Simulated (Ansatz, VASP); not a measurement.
**Cd2HgTe3 in VASP and in Ansatz**

```
Cd Hg Te
1.0
     4.38397    0.00000    0.00000
    -2.19199    3.79663    0.00000
     0.00000    0.00000   10.73850
Cd Hg Te
2 1 3
Direct
  0.00000 0.00000 0.00000
  0.66667 0.33333 0.33333
  0.33333 0.66667 0.66667
  0.00000 0.00000 0.75000
  0.33333 0.66667 0.41667
  0.66667 0.33333 0.08333
```

Alike in both runs: task single point; functional PBE; k mesh 6 × 6 × 2; occupations gaussian, width 0.1 eV; no spin polarisation.

|  | VASP | Ansatz |
| --- | --- | --- |
| version | VASP 6.6.1 | Ansatz 0.2.0 |
| potentials or method | VASP PAW PBE potentials, release 64 (Cd, Hg, Te), cutoff 520 eV | scalar-relativistic, plane waves, PAW |
| valence electrons in the cell | 54 | 108 |

Ansatz gave:

```
gap on the k mesh at the Fermi level (eV)                     : 0.45
least direct gap on the mesh (eV)                             : 0.45
pressure (GPa)                                                : 11.5
traceless stress, the component that is largest in VASP (GPa) : -0.06
rms of the force components (eV/Å)                            : 0.052
```

Task: Estimate VASP's values.

Result: gap on the k mesh at the Fermi level (eV): 0.45; least direct gap on the mesh (eV): 0.45; pressure (GPa): 11.7; traceless stress, the component that is largest in VASP (GPa): -0.06; rms of the force components (eV/Å): 0.052.

Atom by atom the forces differ by 0.001 eV/Å (rms over components). VASP's potentials hold 54 valence electrons a cell and Ansatz's 108, so a difference there can come from the potentials and not from the codes.

Neither program's run includes spin-orbit coupling.
